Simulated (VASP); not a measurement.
Runs of VASP 6.6.1 on Ta. The structure is that of space group I4_1/amd (No. 141), or close to it. The cells are those of the table. 

| cell | gap on the mesh (eV) | pressure (GPa) |
| --- | --- | --- |
| a = 3.881 Å, angles 97.2, 97.2, 138.5°, 2 atoms | none | (a) |
| a = 3.632 Å, angles 97.4, 97.4, 138.0°, 2 atoms | none | (b) |
| a = 3.496 Å, angles 97.4, 97.4, 137.8°, 2 atoms | none | 129.8 |
| a = 3.760 Å, angles 97.3, 97.3, 138.3°, 2 atoms | none | 39.0 |
| a = 3.351 Å, angles 97.5, 97.5, 137.7°, 2 atoms | none | 221.0 |

Alike in all rows: task single point; level PBE; potentials or basis VASP PAW PBE potentials, release 64 (Ta_pv); no spin polarisation; k mesh 17 × 17 × 17; cutoff (eV) 520; smearing fermi-dirac 0.1 eV.

Q: Estimate the missing entries.

A: (a) 15.8; (b) 74.3.

Caveats: the cell stands under pressure; spin-orbit coupling is left out, which moves the levels of the heavy elements.

A k mesh can miss the band edges, and the runs leave out spin-orbit coupling on Ta.

A gap of «none» marks levels without a gap at the run's occupations.
